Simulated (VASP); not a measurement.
# Te (Fd-3m) in VASP: a series of runs, part 2 of 2

VASP 6.6.1. The steps go on from the part before.

**3. Single point, BLYP**

This run uses another cell than the first one, of 50.14 Å³/atom, 1.288 times its volume.

INCAR

```
PREC = Accurate
ENCUT = 520
EDIFF = 1E-6
ISMEAR = -1
SIGMA = 0.1
LREAL = F
LASPH = T
NELM = 60
ALGO = Normal
ISIF = 2
LWAVE = F
LCHARG = T
GGA = B5
ALDAX = 1.0
AGGAX = 1.0
AGGAC = 1.0
ALDAC = 0.0
LELF = T
LVHAR = T
NBANDS = 13
```

KPOINTS

```
regular mesh
0
Gamma
  12 12 12
```

POSCAR

```
Te
1.0
    0.0000000000      3.6873690042      3.6873690042
    3.6873690042      0.0000000000      3.6873690042
    3.6873690042      3.6873690042      0.0000000000
Te
2
Direct
    0.1250000000      0.1250000000      0.1250000000
    0.8750000000      0.8750000000      0.8750000000
```

Potentials or basis: VASP PAW PBE potentials, release 64 (Te).

On the command line:

```sh
> cat potpaw_PBE.64/Te/POTCAR > POTCAR
> mpirun -np 1 vasp_std > vasp.out
```

OUTCAR:

```text
PREC = Accurate
   ENCUT = 520
   EDIFF = 1E-6
   ISMEAR = -1
   LREAL = F
   LASPH = T
   NELM = 60
   ISIF = 2
   GGA = B5

 ion  position               nearest neighbor table
   1  0.125  0.125  0.125-   2 3.19   2 3.19   2 3.19   2 3.19
   2  0.875  0.875  0.875-   1 3.19   1 3.19   1 3.19   1 3.19

  LATTYP: Found a face centered cubic cell.
 ALAT       =     7.3747380084

  Lattice vectors:

 A1 = (   0.0000000000,   3.6873690042,   3.6873690042)
 A2 = (   3.6873690042,   0.0000000000,   3.6873690042)
 A3 = (   3.6873690042,   3.6873690042,   0.0000000000)

Analysis of symmetry for initial positions (statically):
=====================================================================
 Subroutine PRICEL returns:
 Original cell was already a primitive cell.

 Routine SETGRP: Setting up the symmetry group for a
 face centered cubic supercell.

 Subroutine GETGRP returns: Found 48 space group operations
 (whereof 12 operations were pure point group operations)
 out of a pool of 48 trial point group operations.

The static configuration has the point symmetry D_3d.
 The point group associated with its full space group is O_h .

Analysis of symmetry for dynamics (positions and initial velocities):
=====================================================================
 Subroutine PRICEL returns:
 Original cell was already a primitive cell.

 Routine SETGRP: Setting up the symmetry group for a
 face centered cubic supercell.

 Subroutine GETGRP returns: Found 48 space group operations
 (whereof 12 operations were pure point group operations)
 out of a pool of 48 trial point group operations.

The dynamic configuration has the point symmetry D_3d.
 The point group associated with its full space group is O_h .

 Subroutine INISYM returns: Found 48 space group operations
 (whereof 12 operations are pure point group operations),
 and found     1 'primitive' translations

----------------------------------------------------------------------------------------

                                     Primitive cell

  volume of cell :     100.2720

  direct lattice vectors                    reciprocal lattice vectors
     0.000000000  3.687369004  3.687369004    -0.135598037  0.135598037  0.135598037
     3.687369004  0.000000000  3.687369004     0.135598037 -0.135598037  0.135598037
     3.687369004  3.687369004  0.000000000     0.135598037  0.135598037 -0.135598037

  length of vectors
     5.214727255  5.214727255  5.214727255     0.234862690  0.234862690  0.234862690

  position of ions in fractional coordinates (direct lattice)
     0.125000000  0.125000000  0.125000000
     0.875000000  0.875000000  0.875000000

  ion indices of the primitive-cell ions
   primitive index   ion index
                 1           1
                 2           2

----------------------------------------------------------------------------------------

 KPOINTS: regular mesh

Automatic generation of k-mesh.
 Grid dimensions read from file:
 generate k-points for:   12   12   12

 Generating k-lattice:

  Cartesian coordinates                     Fractional coordinates (reciprocal lattice)
    -0.011299836  0.011299836  0.011299836     0.083333333  0.000000000  0.000000000
     0.011299836 -0.011299836  0.011299836     0.000000000  0.083333333  0.000000000
     0.011299836  0.011299836 -0.011299836     0.000000000  0.000000000  0.083333333

  Length of vectors
     0.019571891  0.019571891  0.019571891

  Shift w.r.t. Gamma in fractional coordinates (k-lattice)
     0.000000000  0.000000000  0.000000000

 Subroutine IBZKPT returns following result:
 ===========================================

 Found     72 irreducible k-points:

 Following reciprocal coordinates:
            Coordinates               Weight
  0.000000  0.000000  0.000000      1.000000
  0.083333  0.000000  0.000000      8.000000
  0.166667  0.000000  0.000000      8.000000
  0.250000  0.000000  0.000000      8.000000
  0.333333  0.000000  0.000000      8.000000
  0.416667  0.000000  0.000000      8.000000
[... 16 lines left out ...]
  0.500000  0.166667  0.000000     24.000000
 -0.416667  0.166667  0.000000     24.000000
 [... further k-points ...]
   k-points           NKPTS =     72   k-points in BZ     NKDIM =     72   number of bands    NBANDS=     13
   number of dos      NEDOS =    301   number of ions     NIONS =      2
   total plane-waves  NPLWV =  64000
   dimension x,y,z NGX =    40 NGY =   40 NGZ =   40
   dimension x,y,z NGXF=    80 NGYF=   80 NGZF=   80
   ions per type =               2
   NGX,Y,Z   is equivalent  to a cutoff of  12.75, 12.75, 12.75 a.u.
   NGXF,Y,Z  is equivalent  to a cutoff of  25.50, 25.50, 25.50 a.u.
 SYSTEM =  unknown system
   PREC   = accura    normal or accurate (medium, high low for compatibility)
   ISTART =      0    job   : 0-new  1-cont  2-samecut
   ICHARG =      2    charge: 1-file 2-atom 10-const
   ISPIN  =      1    spin polarized calculation?
   LNONCOLLINEAR =      F non collinear calculations
   LSORBIT =      F    spin-orbit coupling
   LASPH  =      T    aspherical Exc in radial PAW
   ENCUT  =  520.0 eV  38.22 Ry    6.18 a.u.   9.70  9.70  9.70*2*pi/ulx,y,z
   NELM   =     60;   NELMIN=  2; NELMDL= -5     # of ELM steps
   EDIFF  = 0.1E-05   stopping-criterion for ELM
   LREAL  =      F    real-space projection
   EDIFFG = 0.1E-04   stopping-criterion for IOM
   NSW    =      0    number of steps for IOM
   IBRION =     -1    ionic relax: 0-MD 1-quasi-New 2-CG
   NFREE  =      0    steps in history (QN), initial steepest desc. (CG)
   ISIF   =      2    stress and relaxation
   ISYM   =      2    0-nonsym 1-usesym 2-fastsym
   POTIM  = 0.5000    time-step for ionic-motion
   TEBEG  =    0.0;   TEEND  =   0.0 temperature during run
   PSTRESS=    0.0 pullay stress
   NELECT =      12.0000    total number of electrons
   NUPDOWN=      -1.0000    fix difference up-down
   EMIN   =  10.00;   EMAX   =-10.00  energy-range for DOS
   EFERMI =   0.00;   METHOD = LEGACY
   ISMEAR =    -1;   SIGMA  =   0.10  broadening in eV -4-tet -1-fermi 0-gaus
   EFERMI_NEDOS =   21; number of points for ismear=-14 and -15
   IALGO  =     38    algorithm
   IMIX   =      4    mixing-type and parameters
     AMIX     =   0.40;   BMIX     =  1.00
     AMIX_MAG =   1.60;   BMIX_MAG =  1.00
  volume/ion in A,a.u.               =      50.14       338.33
  Fermi-wavevector in a.u.,A,eV,Ry     =   0.806756  1.524547  8.855414  0.650855
  Thomas-Fermi vector in A             =   1.915247
   LORBIT       =      0    0 simple, 1 ext, 2 COOP (PROOUT), +10 PAW based schemes
   GGA     = B5    functional components
   LHFCALC =     F    Hartree Fock is set to
   AEXX    =    0.0000 exact exchange contribution
   IVDW    =     0    specifies the selected vdW correction
   LEPSILON=     F    determine dielectric tensor
   LRPA    =     F    only Hartree local field effects (RPA)
 non-spin polarized calculation
  energy-cutoff  :      520.00
  volume of cell :      100.27
 maximum number of plane-waves:      2733
   NGX = 19   NGY = 19   NGZ = 19

 number of electron      11.9999999 magnetization

 Free energy of the ion-electron system (eV)
  ---------------------------------------------------
  ext. energy  EPLUGINS =         0.00000000
  ---------------------------------------------------
  free energy    TOTEN  =        -4.55137387 eV

  energy without entropy =       -4.48276254  energy(sigma->0) =       -4.51706820

 E-fermi :   2.9034     XC(G=0):  -6.7634

 val. band max:        2.8850016688   @ k =   0.2500   0.1667   0.0833
 cond. band min:       2.9199698509   @ k =   0.4167   0.0833   0.0000
 fundamental gap:      0.0349681821
 Fermi energy:         2.9034322135

 k-point     1 :       0.0000    0.0000    0.0000
  band No.  band energies     occupation
      1      -9.5626      2.00000
      2      -6.0126      2.00000
      3       0.2294      2.00000
      4       0.2294      2.00000
      5       0.2294      2.00000
      6       2.3452      1.99250
      7       2.3452      1.99250
      8       2.3452      1.99250
      9       6.7981      0.00000
     10       9.0632      0.00000
     11       9.0632      0.00000
     12      10.4723      0.00000
     13      10.4723      0.00000
[... 353 lines left out ...]
 k-point    24 :      -0.4167    0.1667    0.0000
  band No.  band energies     occupation
      1      -8.7593      2.00000
      2      -7.3985      2.00000
      3      -0.9219      2.00000
      4      -0.4063      2.00000
      5       0.5851      2.00000
      6       2.9562      0.74216
      7       3.4224      0.01108
      8       4.0796      0.00002
      9       8.0303      0.00000
     10       8.8434      0.00000
     11       8.9484      0.00000
     12       9.9554      0.00000
     13      11.3082      0.00000

 [... further k-points ...]
[... 5 lines left out ...]
  --------------------------------------------------------------------------------------
  -------------------------------------------------------------------------------------
  Total        0.0740502      0.0740502      0.0740502     -0.0000000     -0.0000000     -0.0000000
  in kB        1.1831968      1.1831968      1.1831968     -0.0000000     -0.0000000     -0.0000000
  external PRESSURE =       1.1831968 kB  Pullay stress =       0.0000000 kB

 VOLUME and BASIS-vectors are now :
 -----------------------------------------------------------------------------
  energy-cutoff  :      520.00
  volume of cell :      100.27
      direct lattice vectors                 reciprocal lattice vectors
     0.000000000  3.687369004  3.687369004    -0.135598037  0.135598037  0.135598037
     3.687369004  0.000000000  3.687369004     0.135598037 -0.135598037  0.135598037
     3.687369004  3.687369004  0.000000000     0.135598037  0.135598037 -0.135598037

 POSITION                                       TOTAL-FORCE (eV/Angst)
 -----------------------------------------------------------------------------------
      0.92184      0.92184      0.92184         0.000000     -0.000000     -0.000000
      6.45290      6.45290      6.45290        -0.000000      0.000000      0.000000
 -----------------------------------------------------------------------------------
    total drift:                                0.000000      0.000000     -0.000000

  FREE ENERGIE OF THE ION-ELECTRON SYSTEM (eV)
  ---------------------------------------------------
  free  energy   TOTEN  =        -4.5513738711 eV

  energy  without entropy=       -4.4827625374  energy(sigma->0) =       -4.51706820
```

OSZICAR:

```text
N       E                     dE             d eps       ncg     rms          rms(c)
DAV:   1     0.472998795527E+02    0.47300E+02   -0.41420E+03  1872   0.703E+02
DAV:   2    -0.129945303764E+01   -0.48599E+02   -0.46670E+02  2604   0.104E+02
DAV:   3    -0.448076316136E+01   -0.31813E+01   -0.31450E+01  2372   0.298E+01
DAV:   4    -0.454968025902E+01   -0.68917E-01   -0.68901E-01  2520   0.522E+00
DAV:   5    -0.455117020279E+01   -0.14899E-02   -0.14899E-02  2540   0.737E-01    0.811E+00
DAV:   6    -0.455094484413E+01    0.22536E-03   -0.21127E-03  2435   0.297E-01    0.493E+00
DAV:   7    -0.455129216155E+01   -0.34732E-03   -0.35757E-03  2182   0.404E-01    0.778E-02
DAV:   8    -0.455135647357E+01   -0.64312E-04   -0.85768E-05  2818   0.648E-02    0.363E-02
DAV:   9    -0.455137341743E+01   -0.16944E-04   -0.16423E-05  2212   0.326E-02    0.859E-03
DAV:  10    -0.455137387113E+01   -0.45370E-06   -0.26017E-07  1761   0.378E-03
   1 F= -.45513739E+01 E0= -.45170682E+01  d E =-.686113E-01
```

stdout:

```text
POSCAR found type information on POSCAR Te
 POSCAR found :  1 types and       2 ions
 scaLAPACK will be used
 -----------------------------------------------------------------------------
|                                                                             |
|                                                                             |
|     You enforced a specific xc type in the INCAR file but a different       |
|     I HOPE YOU KNOW WHAT YOU ARE DOING!                                     |
|                                                                             |
 -----------------------------------------------------------------------------

 LDA part: xc-table for (Slater(with rela. corr.)+VWN5), standard interpolation
 POSCAR, INCAR and KPOINTS ok, starting setup
 FFT: planning ... GRIDC
 FFT: planning ... GRID_SOFT
 FFT: planning ... GRID
 WAVECAR not read
 entering main loop
```

Run time: 40 s. Hardware: 1 thread of Intel Xeon 6975P-C (Granite Rapids), shared host; peak memory 0.27 GiB.

Results:

```
Free energy            : -4.5514 eV
Pressure               : 0.1 GPa
Band gap on the k mesh : zero (band 6 reaches 3.17 eV, above the bottom of band 7 at 2.35 eV)
```

Caveat: the PAW data sets were made with another functional, which shifts forces and pressure a little; spin-orbit coupling is left out, which moves the levels of the heavy elements.
